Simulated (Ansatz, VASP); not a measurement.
## Ru3C: VASP beside Ansatz

```xyz
8
Lattice="6.6861 0.0000 0.0000 -3.3430 5.7903 0.0000 0.0000 0.0000 2.6820" Properties=species:S:1:pos:R:3 pbc="T T T"
Ru    3.3430    3.5572    0.6705
Ru   -1.4091    4.6737    2.0115
Ru    1.9339    1.1166    0.6705
Ru    0.0000    2.2331    2.0115
Ru    4.7521    1.1166    0.6705
Ru    1.4091    4.6737    2.0115
C     0.0000    3.8602    0.6705
C     3.3430    1.9301    2.0115
```

Alike in both runs: functional PBE; k mesh 6 × 6 × 14; occupations gaussian, width 0.1 eV; no spin polarisation.

Ansatz relaxed the structure, and its values are those at the end. VASP's run is a single point on that final structure, the one shown.

```csv
,VASP,Ansatz
version,VASP 6.6.1,Ansatz 0.2.0
potentials or method,"VASP PAW PBE potentials, release 64 (Ru_pv, C), cutoff 520 eV","scalar-relativistic, plane waves, PAW"
valence electrons in the cell,92,104
```

Ansatz gave:

| Item | Value |
| --- | --- |
| gap on the k mesh at the Fermi level (eV) | none |
| pressure (GPa) | 0.0 |
| rms of the force components (eV/Å) | 0.000 |

Task: Estimate VASP's values.

Result: gap on the k mesh at the Fermi level (eV): none; pressure (GPa): 0.1; rms of the force components (eV/Å): 0.008.

A gap of «none» marks a metal or a gap that the smearing closes. VASP's potentials hold 92 valence electrons a cell and Ansatz's 104, so a difference there can come from the potentials and not from the codes.
